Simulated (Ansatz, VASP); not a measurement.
Cr: VASP beside Ansatz

File INCAR:

```
SYSTEM = Cr
PREC = Accurate ; ENCUT = 520
EDIFF = 1E-7 ; ISMEAR = -1
SIGMA = 0.03 ; LREAL = .False.
LASPH = .True. ; NELM = 150
ALGO = Normal ; ISIF = 2
LWAVE = .False. ; LCHARG = .True.
ISPIN = 2 ; MAGMOM = 3 3
LORBIT = 11 ; LMAXMIX = 4
GGA = CA ; LELF = .True.
LVHAR = .True. ; NBANDS = 23
```

Contents of KPOINTS:

```
regular mesh
0
Gamma
  12 12 7
  0 0 0
```

POSCAR

```
Cr
1.0
    2.8679429795      0.0000000000      0.0000000000
   -1.4339714897      2.4837114769      0.0000000000
    0.0000000000      0.0000000000      4.6601431612
Cr
2
Direct
    0.3333333333      0.6666666667      0.2500000000
    0.6666666667      0.3333333333      0.7500000000
```

Input for Ansatz:

```yaml
crystal:
  lattice:
    - [2.8679429795, 0.0, 0.0]
    - [-1.4339714897, 2.4837114769, 0.0]
    - [0.0, 0.0, 4.6601431612]
  atoms:
    - { symbol: Cr, position: [0.3333333333, 0.6666666667, 0.25], spin: 3.0 }
    - { symbol: Cr, position: [0.6666666667, 0.3333333333, 0.75], spin: 3.0 }
magnetization:
  spin_polarized: true
kpoints:
  mp_grid: { grid: [12, 12, 7] }
scf:
  occupations: { method: fermi_dirac, width: 0.03 }
  lower_state_search: "off"
hamiltonian:
  xc: lda
  pseudopotentials: { kind: paw }
output:
  forces: true
  stress: true
  eigenvalues: true
  populations: true
```

Change from the starting cell: volume scaled by 1.18, PAW files.

Alike in both runs: task single point; functional LDA; k mesh 12 × 12 × 7; occupations fermi-dirac, width 0.03 eV; collinear spin.

```csv
,VASP,Ansatz
version,VASP 6.6.1,Ansatz 0.2.0
potentials or method,"VASP PAW LDA potentials, release 64 (Cr_pv)","PAW with Ansatz's default frozen-core files, scalar-relativistic"
plane-wave cutoff (eV),520,420
valence electrons in the cell,24,28
```

|  | VASP | Ansatz | Ansatz less VASP |
| --- | --- | --- | --- |
| pressure (GPa) | -42.2 | -40.7 | +1.43 |
| traceless stress, the component that is largest in VASP (GPa) | -0.54 | -1.67 | -1.128 |
| net moment per atom (μB) | 1.39 | 1.59 | +0.199 |
| size of the moment on the site where the two differ most (μB) | 1.28 | 1.48 | +0.204 |

The net moments are unlike, so the other rows may belong to different states. LDA's correlation is that of Perdew and Zunger in VASP and of Perdew and Wang (1992) in Ansatz. Site moments also hang on the region over which each program counts them. Both programs put the cell under strong tension, so it lies far from rest at this level. VASP's potentials hold 24 valence electrons a cell and Ansatz's 28, so a difference there can come from the potentials and not from the codes.

Noted on VASP's run: the cell as given lies far from equilibrium.
